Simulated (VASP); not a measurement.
The system is Si3Ge.

```
Si Ge
1.0
     5.54274    0.00000    0.00000
     0.00000   -5.54274    0.00000
     0.00000    0.00000   -5.54274
Si Ge
6 2
Direct
  0.25000 0.25000 0.25000
  0.75000 0.75000 0.25000
  0.25000 0.75000 0.75000
  0.00000 0.50000 0.50000
  0.50000 0.00000 0.50000
  0.00000 0.00000 0.00000
  0.75000 0.25000 0.75000
  0.50000 0.50000 0.00000
```

| Item | Value |
| --- | --- |
| Program | VASP 6.6.1 |
| Task | relaxation of cell and atoms |
| Functional | PBE |
| Potentials or basis | VASP PAW PBE potentials, release 64 (Si, Ge_d) |
| Cutoff | 600 eV |
| k mesh | 6 × 6 × 6 |
| Occupations | gaussian, width 0.1 eV |
| Spin | no spin polarisation |

At the start: pressure -0.4 GPa; volume 21.29 Å³/atom.

Where does the relaxation end?

Over 5 steps the energy falls by 6.8 meV/atom and the volume is 21.15 Å³/atom (-0.6 %); space group R-3m (No. 166, to 0.1 Å) before and after.

The path:
```csv
step,energy change (eV),largest force (eV/Å),pressure (GPa),volume (Å³)
1,0.0000,0.5012,-0.45,170.28
2,-0.0513,0.1130,0.21,168.82
3,-0.0533,0.0330,0.39,168.47
4,-0.0541,0.0277,-0.18,169.72
5,-0.0545,0.0094,0.01,169.23
```

Final structure:
```xyz
8
Lattice="5.5313 -0.0005 -0.0005 0.0005 -5.5313 0.0005 0.0005 0.0005 -5.5313" Properties=species:S:1:pos:R:3 pbc="T T T"
Si    1.3666   -1.3666   -1.3993
Si    4.1651   -4.1652   -1.3993
Si    1.3671   -4.1647   -4.1320
Si    0.0170   -2.7816   -2.7489
Si    2.7502   -5.5148   -2.7489
Si    0.0170   -5.5148   -0.0157
Ge    4.1664   -1.3654   -4.1313
Ge    2.7484   -2.7834   -0.0175
```
